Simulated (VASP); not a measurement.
# Zn (R-3m) in VASP: notebook

Zn is run at these levels: PBEsol; tasks: single point.

Everything below comes from runs of VASP 6.6.1. Logs are shortened: lines on timing, memory, paths and dates and some standing lists are left out, and cuts for length are marked.

## (1) The cell of the first run

The structure is trigonal, space group R-3m (No. 166). The conventional cell has a = 5.370 Å, b = 5.370 Å, c = 1.813 Å, α = 90.00°, β = 90.00°, γ = 120.00°. Zn (site symmetry -3m) has 2 Zn at 1.81 Å within 2.4 Å.

## (2) Single point, PBEsol

INCAR

```
SYSTEM = Zn
  PREC = Accurate
  ENCUT = 520
  EDIFF = 1E-7
  ISMEAR = 0
  SIGMA = 0.15
  LREAL = .False.
  LASPH = .True.
  NELM = 80
  ALGO = Fast
  ISIF = 2
  LWAVE = .False.
  LCHARG = .False.
  GGA = PS
  NBANDS = 12
```

KPOINTS

```
Automatic mesh
0
Gamma
  22 22 22
  0 0 0
```

POSCAR

```
Zn
1.0
   -2.1822223373      1.6145977363      1.6145977363
    1.6145977363     -2.1822223373      1.6145977363
    1.6145977363      1.6145977363     -2.1822223373
Zn
1
Direct
    0.0000000000      0.0000000000      0.0000000000
```

Potentials or basis: VASP PAW PBE potentials, release 64 (Zn).

On the command line:

```sh
$ cat potpaw_PBE.64/Zn/POTCAR > POTCAR
$ mpirun -np 1 vasp_std > vasp.out
```

OUTCAR:

```text
SYSTEM = Zn
   PREC = Accurate
   ENCUT = 520
   EDIFF = 1E-7
   ISMEAR = 0
   LREAL = .False.
   LASPH = .True.
   NELM = 80
   ISIF = 2
   GGA = PS

 ion  position               nearest neighbor table
   1  0.000  0.000  0.000-

  LATTYP: Found a trigonal (rhomboedric) cell.
 ALAT       =     3.1584721037
 COS(alpha) =    -0.4450602107

  Lattice vectors:

 A1 = (  -2.1822223373,   1.6145977363,   1.6145977363)
 A2 = (   1.6145977363,  -2.1822223373,   1.6145977363)
 A3 = (   1.6145977363,   1.6145977363,  -2.1822223373)

Analysis of symmetry for initial positions (statically):
=====================================================================
 Subroutine PRICEL returns:
 Original cell was already a primitive cell.

 Routine SETGRP: Setting up the symmetry group for a
 trigonal (rhombohedral) supercell.

 Subroutine GETGRP returns: Found 12 space group operations
 (whereof 12 operations were pure point group operations)
 out of a pool of 12 trial point group operations.

The static configuration has the point symmetry D_3d.

Analysis of symmetry for dynamics (positions and initial velocities):
=====================================================================
 Subroutine PRICEL returns:
 Original cell was already a primitive cell.

 Routine SETGRP: Setting up the symmetry group for a
 trigonal (rhombohedral) supercell.

 Subroutine GETGRP returns: Found 12 space group operations
 (whereof 12 operations were pure point group operations)
 out of a pool of 12 trial point group operations.

The dynamic configuration has the point symmetry D_3d.

 Subroutine INISYM returns: Found 12 space group operations
 (whereof 12 operations are pure point group operations),
 and found     1 'primitive' translations

----------------------------------------------------------------------------------------

                                     Primitive cell

  volume of cell :      15.0930

  direct lattice vectors                    reciprocal lattice vectors
    -2.182222337  1.614597736  1.614597736     0.142792585  0.406170880  0.406170880
     1.614597736 -2.182222337  1.614597736     0.406170880  0.142792585  0.406170880
     1.614597736  1.614597736 -2.182222337     0.406170880  0.406170880  0.142792585

  length of vectors
     3.158472104  3.158472104  3.158472104     0.591894661  0.591894661  0.591894661

  position of ions in fractional coordinates (direct lattice)
     0.000000000  0.000000000  0.000000000

  ion indices of the primitive-cell ions
   primitive index   ion index
                 1           1

----------------------------------------------------------------------------------------

 KPOINTS: Automatic mesh

Automatic generation of k-mesh.
 Grid dimensions read from file:
 generate k-points for:   22   22   22

 Generating k-lattice:

  Cartesian coordinates                     Fractional coordinates (reciprocal lattice)
     0.006490572  0.018462313  0.018462313     0.045454545  0.000000000  0.000000000
     0.018462313  0.006490572  0.018462313     0.000000000  0.045454545  0.000000000
     0.018462313  0.018462313  0.006490572    -0.000000000 -0.000000000  0.045454545

  Length of vectors
     0.026904303  0.026904303  0.026904303

  Shift w.r.t. Gamma in fractional coordinates (k-lattice)
     0.000000000  0.000000000  0.000000000

 Subroutine IBZKPT returns following result:
 ===========================================

 Found   1024 irreducible k-points:

 Following reciprocal coordinates:
            Coordinates               Weight
  0.000000  0.000000  0.000000      1.000000
  0.045455 -0.000000  0.000000      6.000000
  0.090909 -0.000000  0.000000      6.000000
  0.136364  0.000000  0.000000      6.000000
  0.181818  0.000000  0.000000      6.000000
  0.227273  0.000000  0.000000      6.000000
[... 16 lines left out ...]
  0.500000  0.045455  0.000000     12.000000
 -0.454545  0.045455  0.000000     12.000000
 [... further k-points ...]
   k-points           NKPTS =   1024   k-points in BZ     NKDIM =   1024   number of bands    NBANDS=     12
   number of dos      NEDOS =    301   number of ions     NIONS =      1
   total plane-waves  NPLWV =  13824
   dimension x,y,z NGX =    24 NGY =   24 NGZ =   24
   dimension x,y,z NGXF=    48 NGYF=   48 NGZF=   48
   ions per type =               1
   NGX,Y,Z   is equivalent  to a cutoff of  12.63, 12.63, 12.63 a.u.
   NGXF,Y,Z  is equivalent  to a cutoff of  25.26, 25.26, 25.26 a.u.
 SYSTEM =  Zn
   PREC   = accura    normal or accurate (medium, high low for compatibility)
   ISTART =      0    job   : 0-new  1-cont  2-samecut
   ICHARG =      2    charge: 1-file 2-atom 10-const
   ISPIN  =      1    spin polarized calculation?
   LNONCOLLINEAR =      F non collinear calculations
   LSORBIT =      F    spin-orbit coupling
   LASPH  =      T    aspherical Exc in radial PAW
   ENCUT  =  520.0 eV  38.22 Ry    6.18 a.u.   5.87  5.87  5.87*2*pi/ulx,y,z
   NELM   =     80;   NELMIN=  2; NELMDL= -5     # of ELM steps
   EDIFF  = 0.1E-06   stopping-criterion for ELM
   LREAL  =      F    real-space projection
   EDIFFG = 0.1E-05   stopping-criterion for IOM
   NSW    =      0    number of steps for IOM
   IBRION =     -1    ionic relax: 0-MD 1-quasi-New 2-CG
   NFREE  =      0    steps in history (QN), initial steepest desc. (CG)
   ISIF   =      2    stress and relaxation
   ISYM   =      2    0-nonsym 1-usesym 2-fastsym
   POTIM  = 0.5000    time-step for ionic-motion
   TEBEG  =    0.0;   TEEND  =   0.0 temperature during run
   PSTRESS=    0.0 pullay stress
   NELECT =      12.0000    total number of electrons
   NUPDOWN=      -1.0000    fix difference up-down
   EMIN   =  10.00;   EMAX   =-10.00  energy-range for DOS
   EFERMI =   0.00;   METHOD = LEGACY
   ISMEAR =     0;   SIGMA  =   0.15  broadening in eV -4-tet -1-fermi 0-gaus
   EFERMI_NEDOS =   21; number of points for ismear=-14 and -15
   IALGO  =     68    algorithm
   IMIX   =      4    mixing-type and parameters
     AMIX     =   0.40;   BMIX     =  1.00
     AMIX_MAG =   1.60;   BMIX_MAG =  1.00
  volume/ion in A,a.u.               =      15.09       101.85
  Fermi-wavevector in a.u.,A,eV,Ry     =   1.516620  2.865996 31.295245  2.300136
  Thomas-Fermi vector in A             =   2.625985
   LORBIT       =      0    0 simple, 1 ext, 2 COOP (PROOUT), +10 PAW based schemes
   GGA     = PS    functional components
   LHFCALC =     F    Hartree Fock is set to
   AEXX    =    0.0000 exact exchange contribution
   IVDW    =     0    specifies the selected vdW correction
   LEPSILON=     F    determine dielectric tensor
   LRPA    =     F    only Hartree local field effects (RPA)
 non-spin polarized calculation
 RMM-DIIS sequential band-by-band and
 Gauss-broadening in eV      SIGMA  =   0.15
  energy-cutoff  :      520.00
  volume of cell :       15.09
 maximum number of plane-waves:       418
   NGX = 11   NGY = 11   NGZ = 11

 number of electron      12.0000003 magnetization

 Free energy of the ion-electron system (eV)
  ---------------------------------------------------
  ext. energy  EPLUGINS =         0.00000000
  ---------------------------------------------------
  free energy    TOTEN  =         1.20554155 eV

  energy without entropy =        1.20884062  energy(sigma->0) =        1.20719109

 E-fermi :   2.7778     XC(G=0): -11.4953

 val. band max:        2.7748304023   @ k =   0.3636   0.1364   0.1364
 cond. band min:       2.7841263244   @ k =   0.3636   0.3182   0.0909
 fundamental gap:      0.0092959221
 Fermi energy:         2.7777856304

 k-point     1 :       0.0000    0.0000    0.0000
  band No.  band energies     occupation
      1      -9.3808      2.00000
      2      -6.8129      2.00000
      3      -5.6183      2.00000
      4      -5.6183      2.00000
      5      -3.8300      2.00000
      6      -3.8300      2.00000
      7      11.0474      0.00000
      8      11.0474      0.00000
      9      16.4594      0.00000
     10      16.8465      0.00000
     11      16.8465      0.00000
     12      18.5884      0.00000

 k-point     2 :       0.0455   -0.0000    0.0000
  band No.  band energies     occupation
      1      -9.2537      2.00000
      2      -6.7334      2.00000
      3      -5.6033      2.00000
      4      -5.5989      2.00000
      5      -3.9197      2.00000
      6      -3.9190      2.00000
      7      11.0788      0.00000
      8      11.1558      0.00000
      9      16.0648      0.00000
     10      16.9898      0.00000
     11      17.5036      0.00000
     12      18.7181      0.00000

 k-point     3 :       0.0909   -0.0000    0.0000
  band No.  band energies     occupation
      1      -8.8800      2.00000
      2      -6.4952      2.00000
      3      -5.5592      2.00000
      4      -5.5422      2.00000
      5      -4.1725      2.00000
      6      -4.1719      2.00000
      7      11.1723      0.00000
      8      11.4577      0.00000
      9      15.8050      0.00000
     10      17.3790      0.00000
     11      18.5635      0.00000
     12      19.1347      0.00000

 k-point     4 :       0.1364    0.0000    0.0000
  band No.  band energies     occupation
      1      -8.2859      2.00000
      2      -6.1020      2.00000
      3      -5.4895      2.00000
      4      -5.4526      2.00000
      5      -4.5515      2.00000
      6      -4.5393      2.00000
      7      11.3265      0.00000
      8      11.8898      0.00000
      9      15.8670      0.00000
     10      17.9176      0.00000
     11      19.8725      0.00000
     12      19.8917      0.00000

 k-point     5 :       0.1818    0.0000    0.0000
  band No.  band energies     occupation
      1      -7.5250      2.00000
      2      -5.6272      2.00000
      3      -5.4034      2.00000
      4      -5.3400      2.00000
      5      -5.0058      2.00000
      6      -4.8717      2.00000
      7      11.5428      0.00000
      8      12.3780      0.00000
      9      16.3002      0.00000
     10      18.5314      0.00000
     11      20.9768      0.00000
     12      21.4188      0.00000
[... 228 lines left out ...]
      1      -7.3968      2.00000
      2      -7.2546      2.00000
      3      -4.8165      2.00000
      4      -4.7185      2.00000
      5      -3.8144      2.00000
      6       3.1228      0.00114
      7      10.7418      0.00000
      8      14.8555      0.00000
      9      17.2146      0.00000
     10      19.7153      0.00000
     11      20.3532      0.00000
     12      24.5325      0.00000

 k-point    22 :       0.4545    0.0455    0.0000
  band No.  band energies     occupation
      1      -7.4654      2.00000
      2      -7.3140      2.00000
      3      -4.8007      2.00000
      4      -4.6946      2.00000
      5      -3.7022      2.00000
      6       4.3429      0.00000
      7       9.3045      0.00000
      8      14.4978      0.00000
      9      16.8800      0.00000
     10      19.7614      0.00000
     11      20.5009      0.00000
     12      26.1325      0.00000

 k-point    23 :       0.5000    0.0455    0.0000
  band No.  band energies     occupation
      1      -7.4167      2.00000
      2      -7.2575      2.00000
      3      -4.8203      2.00000
      4      -4.7080      2.00000
      5      -3.7882      2.00000
      6       3.7141      0.00000
      7       9.9828      0.00000
      8      13.8773      0.00000
      9      15.8843      0.00000
     10      20.7292      0.00000
     11      21.3797      0.00000
     12      25.2248      0.00000

 k-point    24 :      -0.4545    0.0455    0.0000
  band No.  band energies     occupation
      1      -7.2531      2.00000
      2      -7.0877      2.00000
      3      -4.8738      2.00000
      4      -4.7581      2.00000
      5      -4.0679      2.00000
      6       1.9988      2.00000
      7      11.7057      0.00000
      8      13.5567      0.00000
      9      14.8733      0.00000
     10      21.8617      0.00000
     11      22.5079      0.00000
     12      23.6876      0.00000

 [... further k-points ...]

------------------------ aborting loop because EDIFF is reached ----------------------------------------

  FORCE on cell =-STRESS in cart. coord.  units (eV):
  Direction    XX          YY          ZZ          XY          YZ          ZX
  --------------------------------------------------------------------------------------
  -------------------------------------------------------------------------------------
  Total        7.0260834      7.0260834      7.0260834      7.5304797      7.5304797      7.5304797
  in kB      745.8445318    745.8445318    745.8445318    799.3880499    799.3880499    799.3880499
  external PRESSURE =     745.8445318 kB  Pullay stress =       0.0000000 kB

 VOLUME and BASIS-vectors are now :
 -----------------------------------------------------------------------------
  energy-cutoff  :      520.00
  volume of cell :       15.09
      direct lattice vectors                 reciprocal lattice vectors
    -2.182222337  1.614597736  1.614597736     0.142792585  0.406170880  0.406170880
     1.614597736 -2.182222337  1.614597736     0.406170880  0.142792585  0.406170880
     1.614597736  1.614597736 -2.182222337     0.406170880  0.406170880  0.142792585

 POSITION                                       TOTAL-FORCE (eV/Angst)
 -----------------------------------------------------------------------------------
      0.00000      0.00000      0.00000        -0.000000      0.000000      0.000000
 -----------------------------------------------------------------------------------
    total drift:                                0.000000      0.000000     -0.000000

  FREE ENERGIE OF THE ION-ELECTRON SYSTEM (eV)
  ---------------------------------------------------
  free  energy   TOTEN  =         1.2055415508 eV

  energy  without entropy=        1.2088406205  energy(sigma->0) =        1.20719109
```

It took 68 s on 1 thread of Intel Xeon 6975P-C (Granite Rapids), shared host; peak memory 0.28 GiB.

What came out:

| Quantity | Value |
| --- | --- |
| Free energy | 1.2055 eV |
| Pressure | 74.6 GPa |
| Band gap on the k mesh | zero (band 6 reaches 6.85 eV, above the bottom of band 7 at -1.18 eV) |

Stress tensor (GPa, compression positive):
```
74.58 79.94 79.94
79.94 74.58 79.94
79.94 79.94 74.58
```

Caveat: the PAW data sets were made with another functional, which shifts forces and pressure a little.

(Part 1 of 2 ends here.)
